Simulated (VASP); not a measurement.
Set up this calculation in VASP 6.6.1, as the native input.

- Task: single point
- Functional: r2SCAN
- Potentials or basis: VASP PAW PBE potentials, release 64 (Si, Ni, O)
- Cutoff: 520 eV
- k mesh: 3 × 3 × 2
- Occupations: fermi-dirac, width 0.05 eV
- Spin: collinear spin, ferromagnetic start
- Starting moments: [0.0, 0.0, 0.0, 2.47, 0.0, 0.0, 0.0, 0.0, 0.0, 0.0, 0.0, 0.0] μB
- Fixed moment: 2.47 μB
- Dipole correction: no
- Further INCAR settings: ALGO = Normal; EDIFF = 1e-07; NBANDS = 51

Crystal: Si3NiO8 (a cell with a defect).

```
Si Ni O
1.0
     4.59900    0.00000    0.00000
     0.00000    4.59900    0.00000
     0.00000    0.00000    6.13000
Si Ni O
3 1 8
Direct
  0.33960 0.33960 0.00000
  0.16040 0.83960 0.25000
  0.66040 0.66040 0.50000
  0.83960 0.16040 0.75000
  0.22380 0.18000 0.21640
  0.32000 0.72380 0.46640
  0.77620 0.82000 0.71640
  0.68000 0.27620 0.96640
  0.72380 0.32000 0.53360
  0.82000 0.77620 0.28360
  0.27620 0.68000 0.03360
  0.18000 0.22380 0.78360
```

These files were run (other wordings do the same):

POSCAR

```
Si3NiO8
1.0
    4.5990000000      0.0000000000      0.0000000000
    0.0000000000      4.5990000000      0.0000000000
    0.0000000000      0.0000000000      6.1300000000
Si Ni O
3 1 8
Direct
    0.3396000000      0.3396000000      0.0000000000
    0.1604000000      0.8396000000      0.2500000000
    0.6604000000      0.6604000000      0.5000000000
    0.8396000000      0.1604000000      0.7500000000
    0.2238000000      0.1800000000      0.2164000000
    0.3200000000      0.7238000000      0.4664000000
    0.7762000000      0.8200000000      0.7164000000
    0.6800000000      0.2762000000      0.9664000000
    0.7238000000      0.3200000000      0.5336000000
    0.8200000000      0.7762000000      0.2836000000
    0.2762000000      0.6800000000      0.0336000000
    0.1800000000      0.2238000000      0.7836000000
```

INCAR.step1

```
  ALGO = Normal
  EDIFF = 1E-4
  ENCUT = 520
  GGA = PE
  ISMEAR = -1
  ISPIN = 2
  LASPH = True
  LCHARG = False
  LMAXMIX = 4
  LREAL = False
  LWAVE = True
  MAGMOM = 0 0 0 2.47 0 0 0 0 0 0 0 0
  NBANDS = 51
  NELM = 150
  NUPDOWN = 2.47
  PREC = Accurate
  SIGMA = 0.05
```

INCAR.step2

```
  ALGO = Normal
  EDIFF = 1E-7
  ENCUT = 520
  ISIF = 2
  ISMEAR = -1
  ISPIN = 2
  ISTART = 1
  LASPH = True
  LCHARG = False
  LMAXMIX = 4
  LMIXTAU = True
  LORBIT = 11
  LREAL = False
  LWAVE = False
  MAGMOM = 0 0 0 2.47 0 0 0 0 0 0 0 0
  METAGGA = R2SCAN
  NBANDS = 51
  NELM = 150
  NUPDOWN = 2.47
  PREC = Accurate
  SIGMA = 0.05
```

KPOINTS

```
k-points
0
Gamma
  3 3 2
```

Potentials or basis: VASP PAW PBE potentials, release 64 (Si, Ni, O).

The run is started by

```sh
$ cat potpaw_PBE.64/Si/POTCAR potpaw_PBE.64/Ni/POTCAR potpaw_PBE.64/O/POTCAR > POTCAR
$ cp INCAR.step1 INCAR
$ mpirun -np 1 vasp_std > vasp.out
$ cp INCAR.step2 INCAR
$ mpirun -np 1 vasp_std > vasp.out
```

It gave:

| Property | Result |
| --- | --- |
| Pressure | 26.7 GPa |
| Largest force | 5.814 eV/Å |
| Net moment | 2.47 μB per cell |
| Site moments | Si +0.01, +0.00; Ni +1.56; O -0.00, +0.01, +0.18, +0.17 μB |
| Valence electrons inside the program's atomic spheres | Si 1.72, 1.70; Ni 10.52; O 5.29, 5.21, 5.20 |

Caveat: the k points lie up to 0.51 Å⁻¹ apart; the PAW data sets were made with another functional, which shifts forces and pressure a little; the total moment is fixed, so each spin has its own Fermi level.

It took 3.3 min on 1 thread of Intel(R) Xeon(R) 6975P-C (Granite Rapids), with other jobs on the host, peak memory 0.35 GiB.
